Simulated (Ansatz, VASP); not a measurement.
Two plane-wave programs on B3As

```
CELL_PARAMETERS angstrom
4.69278 -1.76897 -0.00405
4.69278 1.76897 -0.00405
-2.45521 0.00000 5.83967
ATOMIC_POSITIONS crystal
B 0.82144 0.30932 0.24372
B 0.78368 0.28572 0.76301
B 0.90445 0.90445 0.05860
B 0.88187 0.88187 0.78609
B 0.30932 0.82144 0.24372
B 0.28572 0.78368 0.76301
As 0.65349 0.65349 0.56873
As 0.69291 0.69291 0.07286
```

Change from the starting cell: the structure that the rattled cell fell into.

Alike in both runs: functional PBE; k mesh 12 × 12 × 6; occupations gaussian, width 0.1 eV; no spin polarisation.

Ansatz relaxed the structure, and its values are those at the end. VASP's run is a single point on that final structure, the one shown.

```csv
,VASP,Ansatz
version,VASP 6.6.1,Ansatz 0.2.0
potentials or method,"VASP PAW PBE potentials, release 64 (B, As), cutoff 520 eV","scalar-relativistic, plane waves, PAW"
valence electrons in the cell,28,48
```

```tsv
	VASP	Ansatz	Ansatz less VASP
gap on the k mesh at the Fermi level (eV)	none	none	-
pressure (GPa)	0.4	0.0	-0.37
rms of the force components (eV/Å)	0.022	0.003	-0.0182
```

A gap of «none» marks a metal or a gap that the smearing closes. VASP's potentials hold 28 valence electrons a cell and Ansatz's 48, so a difference there can come from the potentials and not from the codes.
